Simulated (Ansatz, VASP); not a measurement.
# Two plane-wave programs on Ti

```
Ti
1.0
     0.00000    2.05010    2.05010
     2.05010    0.00000    2.05010
     2.05010    2.05010    0.00000
Ti
1
Direct
  0.00000 0.00000 0.00000
```

Change from the starting cell: volume scaled by 1.03, PAW files.

Alike in both runs: task electric field gradients; functional PBE; k mesh 14 × 14 × 14; occupations fermi-dirac, width 0.05 eV; no spin polarisation.

|  | VASP | Ansatz |
| --- | --- | --- |
| version | VASP 6.6.1 | Ansatz 0.2.0 |
| potentials or method | VASP PAW PBE potentials, release 64 (Ti_sv) | PAW with Ansatz's default frozen-core files, scalar-relativistic |
| plane-wave cutoff (eV) | 520 | 420 |
| valence electrons in the cell | 12 | 12 |

```csv
,VASP,Ansatz,Ansatz less VASP
pressure (GPa),0.7,1.0,+0.28
```
